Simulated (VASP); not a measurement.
# WS2 (P6_3/mmc) in VASP: settings compared, part 3 of 3

VASP 6.6.1.

**5. Single point, LDA**

INCAR

```
  PREC = Accurate
  ENCUT = 520
  EDIFF = 1E-6
  ISMEAR = 0
  SIGMA = 0.01
  LREAL = F
  LASPH = T
  NELM = 60
  ALGO = Normal
  ISIF = 2
  LWAVE = F
  LCHARG = T
  LELF = T
  LVHAR = T
  NBANDS = 35
```

KPOINTS

```
Automatic mesh
0
Gamma
  12 12 2
```

POSCAR

```
WS2
1.0
    3.1699447091      0.0000000000      0.0000000000
   -1.5849723546      2.7452526467      0.0000000000
    0.0000000000      0.0000000000     12.4911158352
W S
2 4
Direct
    0.3333333333      0.6666666667      0.2500000000
    0.6666666667      0.3333333333      0.7500000000
    0.3333333333      0.6666666667      0.6248924628
    0.6666666667      0.3333333333      0.1248924628
    0.3333333333      0.6666666667      0.8751075372
    0.6666666667      0.3333333333      0.3751075372
```

Potentials or basis: VASP PAW LDA potentials, release 64 (W_sv, S).

Command:

```console
> cat potpaw_LDA.64/W_sv/POTCAR potpaw_LDA.64/S/POTCAR > POTCAR
> mpirun -np 1 vasp_std > vasp.out
```

Run time: 71 s. Hardware: 1 thread of Intel Xeon Platinum 8559C (Emerald Rapids), shared host; peak memory 0.25 GiB.

It converged, with:

```
Free energy            : -52.4747 eV
Pressure               : -4.4 GPa
Largest force          : 0.248 eV/Å
Band gap on the k mesh : 0.98 eV (least direct gap 1.76 eV)
```

Forces on the atoms (eV/Å):
```
W    0.000  0.000  0.000
W    0.000  0.000  0.000
S    0.000  0.000  0.248
S    0.000  0.000  0.248
S    0.000  0.000 -0.248
S    0.000  0.000 -0.248
```

Stress tensor (GPa, compression positive):
```
-4.83  0.00  0.00
 0.00 -4.83  0.00
 0.00  0.00 -3.40
```

Levels at points of the mesh, in eV from the valence-band top:
| k point | band 24 | band 25 | band 26 | band 27 | band 28 | band 29 |
| --- | --- | --- | --- | --- | --- | --- |
| (0.00, 0.00, 0.00) | -1.53 | -1.17 | 0.00 | 2.27 | 2.27 | 2.28 |
| (0.50, 0.00, 0.00) | -1.77 | -1.65 | -1.49 | 2.21 | 2.25 | 2.53 |
| (0.00, 0.00, 0.50) | -2.25 | -0.31 | -0.31 | 2.27 | 2.27 | 2.27 |
| (0.50, 0.00, 0.50) | -1.86 | -1.56 | -1.56 | 2.23 | 2.23 | 2.69 |

Caveat: the cell stands under tension; spin-orbit coupling is left out, which moves the levels of the heavy elements.

**6. Single point, r2SCAN+rVV10**

POSCAR is that of step 5.

INCAR.step1

```
PREC     = Accurate       # precision mode
ENCUT    = 520            # plane-wave cutoff, eV
ISMEAR   = -1             # smearing method
SIGMA    = 0.02           # smearing width, eV
LREAL    = False          # projectors in reciprocal space
LASPH    = True           # aspherical terms in the spheres
NELM     = 100            # most SCF steps
NBANDS   = 35             # bands
GGA      = PE             # functional
ALGO     = Normal         # electronic algorithm
EDIFF    = 1E-4           # SCF threshold, eV
LWAVE    = True           # write WAVECAR
LCHARG   = False          # write CHGCAR
```

INCAR.step2

```
PREC     = Accurate       # precision mode
ENCUT    = 520            # plane-wave cutoff, eV
EDIFF    = 1E-7           # SCF threshold, eV
ISMEAR   = -1             # smearing method
SIGMA    = 0.02           # smearing width, eV
LREAL    = False          # projectors in reciprocal space
LASPH    = True           # aspherical terms in the spheres
NELM     = 100            # most SCF steps
ALGO     = Normal         # electronic algorithm
ISIF     = 2              # what is computed and relaxed
LWAVE    = False          # write WAVECAR
LCHARG   = False          # write CHGCAR
METAGGA  = R2SCAN         # meta-GGA
LMIXTAU  = True         
LUSE_VDW = True         
IVDW_NL  = 2            
BPARAM   = 11.95        
CPARAM   = 0.0093       
NBANDS   = 35             # bands
ISTART   = 1
```

KPOINTS is that of step 5.

Potentials or basis: VASP PAW PBE potentials, release 64 (W_sv, S).

Command:

```console
> cat potpaw_PBE.64/W_sv/POTCAR potpaw_PBE.64/S/POTCAR > POTCAR
> cp INCAR.step1 INCAR
> mpirun -np 1 vasp_std > vasp.out
> cp INCAR.step2 INCAR
> mpirun -np 1 vasp_std > vasp.out
```

It took 6.3 min on 1 thread of Intel Xeon Platinum 8559C (Emerald Rapids), shared host; peak memory 0.51 GiB.

Results (log left out):

```yaml
Free_energy: -139.1903 eV
Pressure: 0.4 GPa
Largest_force: 0.042 eV/Å
Band_gap_on_the_k_mesh: 1.15 eV (least direct gap 1.90 eV)
```

Forces in eV/Å, atoms in the order of the input:
```
W    0.000  0.000  0.000
W    0.000  0.000  0.000
S    0.000  0.000 -0.042
S    0.000  0.000 -0.042
S    0.000  0.000  0.042
S    0.000  0.000  0.042
```

Stress tensor (GPa, compression positive):
```
0.47 0.00 0.00
0.00 0.47 0.00
0.00 0.00 0.32
```

Levels at points of the mesh, in eV from the valence-band top:
| k point | band 22 | band 23 | band 24 | band 25 | band 26 | band 27 | band 28 | band 29 | band 30 | band 31 |
| --- | --- | --- | --- | --- | --- | --- | --- | --- | --- | --- |
| (0.00, 0.00, 0.00) | -2.38 | -2.38 | -1.72 | -1.16 | 0.00 | 2.44 | 2.44 | 2.45 | 2.45 | 2.51 |
| (0.50, 0.00, 0.00) | -2.90 | -2.15 | -1.98 | -1.77 | -1.60 | 2.39 | 2.43 | 2.72 | 2.96 | 3.43 |
| (0.00, 0.00, 0.50) | -2.40 | -2.40 | -2.40 | -0.33 | -0.33 | 2.43 | 2.43 | 2.43 | 2.43 | 2.60 |
| (0.50, 0.00, 0.50) | -3.00 | -2.06 | -2.06 | -1.67 | -1.67 | 2.40 | 2.40 | 2.86 | 2.86 | 3.73 |

Caveat: the PAW data sets were made with another functional, which shifts forces and pressure a little; spin-orbit coupling is left out, which moves the levels of the heavy elements. A k mesh can miss the band edges.

**7. Overview**

```tsv
level	potentials or basis	k mesh	smearing	gap on the mesh (eV)	pressure (GPa)	largest force (eV/Å)
PBE	VASP PAW PBE potentials, release 64 (W_sv, S)	6 × 6 × 2	gaussian 0.01 eV	1.06	3.3	0.20
PBE	VASP PAW PBE potentials, release 64 (W_sv, S)	12 × 12 × 2	fermi-dirac 0.02 eV	1.06	3.2	0.20
LDA	VASP PAW LDA potentials, release 64 (W_sv, S)	12 × 12 × 2	gaussian 0.01 eV	0.98	-4.4	0.25
r2SCAN+rVV10	VASP PAW PBE potentials, release 64 (W_sv, S)	12 × 12 × 2	fermi-dirac 0.02 eV	1.15	0.4	0.04
```

Alike in all rows: task single point; no spin polarisation; cell as given; cutoff (eV) 520.

Caveats: spin-orbit coupling is left out, which moves the levels of the heavy elements; the cell stands under pressure (at least some runs); this functional lacks dispersion, which binds layers or chains, so the pressure and a relaxed spacing across them are unreliable (at least some runs); the cell stands under tension (at least some runs); the PAW data sets were made with another functional, which shifts forces and pressure a little (at least some runs).

Total energies depend on the potentials used, so only differences within one code and one set of settings carry meaning.
